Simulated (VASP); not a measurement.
Here is a VASP 6.6.1 calculation.

Contents of POSCAR:

```
TiC
1.0
    0.0000000000      2.1657188437      2.1657188437
    2.1657188437      0.0000000000      2.1657188437
    2.1657188437      2.1657188437      0.0000000000
Ti C
1 1
Direct
    0.0000000000      0.0000000000      0.0000000000
    0.5000000000      0.5000000000      0.5000000000
```

File INCAR.step1:

```
PREC     = Accurate       # precision mode
ENCUT    = 520            # plane-wave cutoff, eV
EDIFF    = 1E-5           # SCF threshold, eV
ISMEAR   = -1             # smearing method
SIGMA    = 0.05           # smearing width, eV
LREAL    = False          # projectors in reciprocal space
LASPH    = True           # aspherical terms in the spheres
NELM     = 60             # most SCF steps
ALGO     = Normal         # electronic algorithm
ISIF     = 2              # what is computed and relaxed
LWAVE    = True           # write WAVECAR
LCHARG   = False          # write CHGCAR
GGA      = PE             # functional
NBANDS   = 15             # bands
```

INCAR.step2

```
PREC     = Accurate       # precision mode
ENCUT    = 520            # plane-wave cutoff, eV
EDIFF    = 1E-7           # SCF threshold, eV
ISMEAR   = -1             # smearing method
SIGMA    = 0.05           # smearing width, eV
LREAL    = False          # projectors in reciprocal space
LASPH    = True           # aspherical terms in the spheres
NELM     = 60             # most SCF steps
ALGO     = Normal         # electronic algorithm
ISIF     = 2              # what is computed and relaxed
LWAVE    = False          # write WAVECAR
LCHARG   = False          # write CHGCAR
GGA      = PE             # functional
LHFCALC  = True           # exact exchange
AEXX     = 0.35           # exact-exchange fraction
HFSCREEN = 0.2078699      # screening, 1/A
PRECFOCK = Normal       
ISTART   = 1            
NBANDS   = 15             # bands
```

KPOINTS

```
Automatic mesh
0
Gamma
  6 6 6
```

Potentials or basis: VASP PAW PBE potentials, release 64 (Ti_sv, C).

Launch:

```sh
$ cat potpaw_PBE.64/Ti_sv/POTCAR potpaw_PBE.64/C/POTCAR > POTCAR
$ cp INCAR.step1 INCAR
$ mpirun -np 1 vasp_std > vasp.out
$ cp INCAR.step2 INCAR
$ mpirun -np 1 vasp_std > vasp.out
```

Problem. What does it give for the band gap on the k mesh?

Solution. Zero (bands 8 and 9 overlap by 2.18 eV).

Problem. Estimate the pressure.

Solution. -6.5 GPa.

Caveat: the k points lie up to 0.42 Å⁻¹ apart, too coarse for converged energies and pressures of a metal; the PAW data sets were made with another functional, which shifts forces and pressure a little.
